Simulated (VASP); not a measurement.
LiSn2:

```xyz
3
Lattice="3.9365 0.0000 0.0000 -1.9683 3.4091 0.0000 0.0000 0.0000 4.4954" Properties=species:S:1:pos:R:3 pbc="T T T"
Li    0.0000    0.0000    0.0000
Sn    0.0000    2.2728    2.2477
Sn    1.9683    1.1364    2.2477
```

The cell was generated, and may not be a known phase.

```yaml
Program: VASP 6.6.1
Task: relaxation of cell and atoms
Functional: PBE
Potentials_or_basis: VASP PAW PBE potentials, release 64 (Li_sv, Sn_d)
Cutoff: 600 eV
k_mesh: 6 × 6 × 4
Occupations: gaussian, width 0.1 eV
Spin: no spin polarisation
```

At the start: pressure 54.5 GPa; volume 20.11 Å³/atom.

Question: How do energy, volume and symmetry change on relaxing?

Answer: Over 16 steps the energy falls by 1884.7 meV/atom and the volume is 25.62 Å³/atom (+27.4 %); space group P6/mmm (No. 191, to 0.1 Å) before and after.

Step by step:
```csv
step,energy change (eV),largest force (eV/Å),pressure (GPa),volume (Å³)
1,0.0000,0.0000,54.48,60.33
2,-3.9214,0.0000,-6.20,135.36
3,-5.1316,0.0000,0.01,93.90
4,-5.1301,0.0000,-1.84,98.47
5,-5.1409,0.0000,-0.91,96.12
6,-5.1398,0.0000,-0.59,95.32
7,-5.1801,0.0000,-0.58,93.18
8,-5.3278,0.0000,-0.15,86.69
9,-5.6320,0.0000,2.07,73.45
10,-5.6321,0.0000,1.34,75.41
11,-5.6345,0.0000,1.71,74.50
12,-5.6232,0.0000,-0.68,76.98
13,-5.6505,0.0000,0.72,75.44
14,-5.6506,0.0000,0.53,75.62
15,-5.6507,0.0000,0.61,75.55
16,-5.6541,0.0000,0.07,76.87
```

Final structure:
```cif
data_structure
_symmetry_space_group_name_H-M 'P 1'
_symmetry_Int_Tables_number 1
_cell_length_a 5.0599
_cell_length_b 5.0599
_cell_length_c 3.4669
_cell_angle_alpha 90.000
_cell_angle_beta 90.000
_cell_angle_gamma 120.000
_cell_volume 76.87
loop_
_atom_site_label
_atom_site_type_symbol
_atom_site_fract_x
_atom_site_fract_y
_atom_site_fract_z
_atom_site_occupancy
Li1 Li 0.00000 0.00000 0.00000 1
Sn1 Sn 0.33333 0.66667 0.50000 1
Sn2 Sn 0.66667 0.33333 0.50000 1
```

Caveat: the cutoff is under 1.25 times the usual one of these potentials, so pressure, stress and relaxed cells hold a basis-set (Pulay) error; the volume moved by over 15 % at a fixed basis, so the end points are rough.
